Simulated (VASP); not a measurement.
# ZnO in VASP: further runs

ZnO is run at these levels: PBE, r2SCAN; tasks: single point.

Everything below comes from runs of VASP 6.6.1. Logs are shortened: lines on timing, memory, paths and dates and some standing lists are left out, and cuts for length are marked.

### Step 1. The cell of the first run

It takes space group Fm-3m (No. 225, cubic). Conventional cell: a = 4.268 Å, b = 4.268 Å, c = 4.268 Å, α = 90.00°, β = 90.00°, γ = 90.00°. Zn (site symmetry m-3m) has 6 O at 2.13 Å within 2.8 Å. O (site symmetry m-3m) has 6 Zn at 2.13 Å within 2.8 Å.

### Step 2. Single point, PBE

Contents of INCAR:

```
PREC = Accurate
ENCUT = 1340
EDIFF = 1E-6
ISMEAR = -1
SIGMA = 0.02
LREAL = F
LASPH = T
NELM = 120
ALGO = Normal
ISIF = 2
LWAVE = F
LCHARG = F
GGA = PE
NBANDS = 16
GGA_COMPAT = F
```

Contents of KPOINTS:

```
regular mesh
0
Gamma
  10 10 10
```

Contents of POSCAR:

```
ZnO
1.0
    0.0000000000      2.1337703864      2.1337703864
    2.1337703864      0.0000000000      2.1337703864
    2.1337703864      2.1337703864      0.0000000000
Zn O
1 1
Direct
    0.0000000000      0.0000000000      0.0000000000
    0.5000000000      0.5000000000      0.5000000000
```

Potentials or basis: VASP PAW PBE potentials, release 64 (Zn, O_h).

Run with:

```console
$ cat potpaw_PBE.64/Zn/POTCAR potpaw_PBE.64/O_h/POTCAR > POTCAR
$ mpirun -np 1 vasp_std > vasp.out
```

OUTCAR:

```text
PREC = Accurate
   ENCUT = 1340
   EDIFF = 1E-6
   ISMEAR = -1
   LREAL = F
   LASPH = T
   NELM = 120
   ISIF = 2
   GGA = PE

 ion  position               nearest neighbor table
   1  0.000  0.000  0.000-   2 2.13   2 2.13   2 2.13   2 2.13   2 2.13   2 2.13
   2  0.500  0.500  0.500-   1 2.13   1 2.13   1 2.13   1 2.13   1 2.13   1 2.13

  LATTYP: Found a face centered cubic cell.
 ALAT       =     4.2675407728

  Lattice vectors:

 A1 = (   0.0000000000,   2.1337703864,   2.1337703864)
 A2 = (   2.1337703864,   0.0000000000,   2.1337703864)
 A3 = (   2.1337703864,   2.1337703864,   0.0000000000)

Analysis of symmetry for initial positions (statically):
=====================================================================
 Subroutine PRICEL returns:
 Original cell was already a primitive cell.

 Routine SETGRP: Setting up the symmetry group for a
 face centered cubic supercell.

 Subroutine GETGRP returns: Found 48 space group operations
 (whereof 48 operations were pure point group operations)
 out of a pool of 48 trial point group operations.

The static configuration has the point symmetry O_h .

Analysis of symmetry for dynamics (positions and initial velocities):
=====================================================================
 Subroutine PRICEL returns:
 Original cell was already a primitive cell.

 Routine SETGRP: Setting up the symmetry group for a
 face centered cubic supercell.

 Subroutine GETGRP returns: Found 48 space group operations
 (whereof 48 operations were pure point group operations)
 out of a pool of 48 trial point group operations.

The dynamic configuration has the point symmetry O_h .

 Subroutine INISYM returns: Found 48 space group operations
 (whereof 48 operations are pure point group operations),
 and found     1 'primitive' translations

----------------------------------------------------------------------------------------

                                     Primitive cell

  volume of cell :      19.4300

  direct lattice vectors                    reciprocal lattice vectors
     0.000000000  2.133770386  2.133770386    -0.234326994  0.234326994  0.234326994
     2.133770386  0.000000000  2.133770386     0.234326994 -0.234326994  0.234326994
     2.133770386  2.133770386  0.000000000     0.234326994  0.234326994 -0.234326994

  length of vectors
     3.017607019  3.017607019  3.017607019     0.405866259  0.405866259  0.405866259

  position of ions in fractional coordinates (direct lattice)
     0.000000000  0.000000000  0.000000000
     0.500000000  0.500000000  0.500000000

  ion indices of the primitive-cell ions
   primitive index   ion index
                 1           1
                 2           2

----------------------------------------------------------------------------------------

 KPOINTS: regular mesh

Automatic generation of k-mesh.
 Grid dimensions read from file:
 generate k-points for:   10   10   10

 Generating k-lattice:

  Cartesian coordinates                     Fractional coordinates (reciprocal lattice)
    -0.023432699  0.023432699  0.023432699     0.100000000  0.000000000  0.000000000
     0.023432699 -0.023432699  0.023432699     0.000000000  0.100000000  0.000000000
     0.023432699  0.023432699 -0.023432699     0.000000000  0.000000000  0.100000000

  Length of vectors
     0.040586626  0.040586626  0.040586626

  Shift w.r.t. Gamma in fractional coordinates (k-lattice)
     0.000000000  0.000000000  0.000000000

 Subroutine IBZKPT returns following result:
 ===========================================

 Found     47 irreducible k-points:

 Following reciprocal coordinates:
            Coordinates               Weight
  0.000000  0.000000  0.000000      1.000000
  0.100000  0.000000  0.000000      8.000000
  0.200000  0.000000  0.000000      8.000000
  0.300000  0.000000  0.000000      8.000000
  0.400000  0.000000  0.000000      8.000000
  0.500000  0.000000  0.000000      4.000000
[... 16 lines left out ...]
  0.300000  0.300000  0.000000      6.000000
  0.400000  0.300000  0.000000     24.000000
 [... further k-points ...]
   k-points           NKPTS =     47   k-points in BZ     NKDIM =     47   number of bands    NBANDS=     16
   number of dos      NEDOS =    301   number of ions     NIONS =      2
   total plane-waves  NPLWV =  46656
   dimension x,y,z NGX =    36 NGY =   36 NGZ =   36
   dimension x,y,z NGXF=    72 NGYF=   72 NGZF=   72
   ions per type =               1   1
   NGX,Y,Z   is equivalent  to a cutoff of  19.83, 19.83, 19.83 a.u.
   NGXF,Y,Z  is equivalent  to a cutoff of  39.67, 39.67, 39.67 a.u.
 SYSTEM =  unknown system
   PREC   = accura    normal or accurate (medium, high low for compatibility)
   ISTART =      0    job   : 0-new  1-cont  2-samecut
   ICHARG =      2    charge: 1-file 2-atom 10-const
   ISPIN  =      1    spin polarized calculation?
   LNONCOLLINEAR =      F non collinear calculations
   LSORBIT =      F    spin-orbit coupling
   LASPH  =      T    aspherical Exc in radial PAW
   ENCUT  = 1340.0 eV  98.49 Ry    9.92 a.u.   9.01  9.01  9.01*2*pi/ulx,y,z
   NELM   =    120;   NELMIN=  2; NELMDL= -5     # of ELM steps
   EDIFF  = 0.1E-05   stopping-criterion for ELM
   LREAL  =      F    real-space projection
[... 7 lines left out ...]
   TEBEG  =    0.0;   TEEND  =   0.0 temperature during run
   PSTRESS=    0.0 pullay stress
   NELECT =      18.0000    total number of electrons
   NUPDOWN=      -1.0000    fix difference up-down
   EMIN   =  10.00;   EMAX   =-10.00  energy-range for DOS
   EFERMI =   0.00;   METHOD = LEGACY
   ISMEAR =    -1;   SIGMA  =   0.02  broadening in eV -4-tet -1-fermi 0-gaus
   EFERMI_NEDOS =   21; number of points for ismear=-14 and -15
   IALGO  =     38    algorithm
   IMIX   =      4    mixing-type and parameters
     AMIX     =   0.40;   BMIX     =  1.00
     AMIX_MAG =   1.60;   BMIX_MAG =  1.00
  volume/ion in A,a.u.               =       9.72        65.56
  Fermi-wavevector in a.u.,A,eV,Ry     =   1.595908  3.015830 34.653003  2.546924
  Thomas-Fermi vector in A             =   2.693754
   LORBIT       =      0    0 simple, 1 ext, 2 COOP (PROOUT), +10 PAW based schemes
   GGA     = PE    functional components
   LHFCALC =     F    Hartree Fock is set to
   AEXX    =    0.0000 exact exchange contribution
   IVDW    =     0    specifies the selected vdW correction
   LEPSILON=     F    determine dielectric tensor
   LRPA    =     F    only Hartree local field effects (RPA)
 non-spin polarized calculation
  energy-cutoff  :     1340.00
  volume of cell :       19.43
 maximum number of plane-waves:      2200
   NGX = 17   NGY = 17   NGZ = 17

 number of electron      18.0000000 magnetization

 Free energy of the ion-electron system (eV)
  ---------------------------------------------------
  ext. energy  EPLUGINS =         0.00000000
  ---------------------------------------------------
  free energy    TOTEN  =        -8.61220764 eV

  energy without entropy =       -8.61220764  energy(sigma->0) =       -8.61220764

 E-fermi :   3.7074     XC(G=0): -12.3477

 val. band max:        3.2201061428   @ k =   0.5000   0.0000   0.0000
 cond. band min:       4.1387642110   @ k =   0.0000   0.0000   0.0000
 fundamental gap:      0.9186580682
 Fermi energy:         3.7074181621

 k-point     1 :       0.0000    0.0000    0.0000
  band No.  band energies     occupation
      1     -15.4545      2.00000
      2      -1.6525      2.00000
      3      -1.6525      2.00000
      4      -1.6525      2.00000
      5      -1.4333      2.00000
      6      -1.4333      2.00000
[... 8 lines left out ...]
     15      22.7445      0.00000
     16      22.7445      0.00000

 k-point     2 :       0.1000    0.0000    0.0000
  band No.  band energies     occupation
      1     -15.3424      2.00000
      2      -1.7365      2.00000
      3      -1.6700      2.00000
      4      -1.6700      2.00000
      5      -1.5260      2.00000
      6      -1.5260      2.00000
[... 8 lines left out ...]
     15      22.8502      0.00000
     16      22.8502      0.00000

 k-point     3 :       0.2000    0.0000    0.0000
  band No.  band energies     occupation
      1     -15.0324      2.00000
      2      -2.1586      2.00000
      3      -1.9527      2.00000
      4      -1.9527      2.00000
      5      -1.4789      2.00000
      6      -1.4789      2.00000
[... 8 lines left out ...]
     15      23.6600      0.00000
     16      23.6600      0.00000

 k-point     4 :       0.3000    0.0000    0.0000
  band No.  band energies     occupation
      1     -14.6091      2.00000
      2      -3.0560      2.00000
      3      -2.2933      2.00000
      4      -2.2933      2.00000
      5      -1.3598      2.00000
      6      -1.3598      2.00000
[... 8 lines left out ...]
     15      25.0764      0.00000
     16      25.0764      0.00000

 k-point     5 :       0.4000    0.0000    0.0000
  band No.  band energies     occupation
      1     -14.2243      2.00000
      2      -3.9013      2.00000
      3      -2.5364      2.00000
      4      -2.5364      2.00000
      5      -1.2585      2.00000
      6      -1.2585      2.00000
[... 8 lines left out ...]
     15      26.8298      0.00000
     16      26.8298      0.00000

 k-point     6 :       0.5000    0.0000    0.0000
  band No.  band energies     occupation
      1     -14.0644      2.00000
      2      -4.2344      2.00000
      3      -2.6232      2.00000
      4      -2.6232      2.00000
      5      -1.2191      2.00000
      6      -1.2191      2.00000
[... 8 lines left out ...]
     15      27.9582      0.00000
     16      27.9582      0.00000
[... 267 lines left out ...]
 k-point    21 :      -0.3000    0.2000    0.0000
  band No.  band energies     occupation
      1     -14.1723      2.00000
      2      -3.4643      2.00000
      3      -2.4951      2.00000
      4      -2.3202      2.00000
      5      -1.3385      2.00000
      6      -1.1831      2.00000
[... 8 lines left out ...]
     15      25.5546      0.00000
     16      26.3483      0.00000

 k-point    22 :      -0.2000    0.2000    0.0000
  band No.  band energies     occupation
      1     -14.4978      2.00000
      2      -3.0560      2.00000
      3      -2.3863      2.00000
      4      -2.1262      2.00000
      5      -1.4402      2.00000
      6      -1.2206      2.00000
[... 8 lines left out ...]
     15      25.2513      0.00000
     16      26.3400      0.00000

 k-point    23 :       0.3000    0.3000    0.0000
  band No.  band energies     occupation
      1     -14.4464      2.00000
      2      -3.0073      2.00000
      3      -1.9394      2.00000
      4      -1.4921      2.00000
      5      -1.4921      2.00000
      6      -1.2985      2.00000
[... 8 lines left out ...]
     15      30.4542      0.00000
     16      31.7158      0.00000

 k-point    24 :       0.4000    0.3000    0.0000
  band No.  band energies     occupation
      1     -14.2061      2.00000
      2      -3.0199      2.00000
      3      -2.0711      2.00000
      4      -1.6242      2.00000
      5      -1.4033      2.00000
      6      -1.1936      2.00000
[... 8 lines left out ...]
     15      30.8331      0.00000
     16      31.2981      0.00000

 [... further k-points ...]

------------------------ aborting loop because EDIFF is reached ----------------------------------------

  FORCE on cell =-STRESS in cart. coord.  units (eV):
  Direction    XX          YY          ZZ          XY          YZ          ZX
  --------------------------------------------------------------------------------------
  -------------------------------------------------------------------------------------
  Total        1.0847631      1.0847631      1.0847631      0.0000000      0.0000000     -0.0000000
  in kB       89.4483722     89.4483722     89.4483722      0.0000000      0.0000000     -0.0000000
  external PRESSURE =      89.4483722 kB  Pullay stress =       0.0000000 kB

 VOLUME and BASIS-vectors are now :
 -----------------------------------------------------------------------------
  energy-cutoff  :     1340.00
  volume of cell :       19.43
      direct lattice vectors                 reciprocal lattice vectors
     0.000000000  2.133770386  2.133770386    -0.234326994  0.234326994  0.234326994
     2.133770386  0.000000000  2.133770386     0.234326994 -0.234326994  0.234326994
     2.133770386  2.133770386  0.000000000     0.234326994  0.234326994 -0.234326994

 POSITION                                       TOTAL-FORCE (eV/Angst)
 -----------------------------------------------------------------------------------
      0.00000      0.00000      0.00000        -0.000000     -0.000000     -0.000000
      2.13377      2.13377      2.13377         0.000000      0.000000      0.000000
 -----------------------------------------------------------------------------------
    total drift:                                0.000000      0.000000      0.000000

  FREE ENERGIE OF THE ION-ELECTRON SYSTEM (eV)
  ---------------------------------------------------
  free  energy   TOTEN  =        -8.6122076390 eV

  energy  without entropy=       -8.6122076390  energy(sigma->0) =       -8.61220764
```

Wall time 26 s (1 thread of Intel Xeon Platinum 8488C (Sapphire Rapids), shared host); peak memory 0.24 GiB.

Results:

```
Free energy            : -8.6122 eV
Pressure               : 8.9 GPa
Band gap on the k mesh : 0.92 eV (least direct gap 2.32 eV)
```

Caveat: the cell stands under pressure; the structure was generated, so it needn't be the stable form of ZnO.

(Continued in part 2 of 2.)
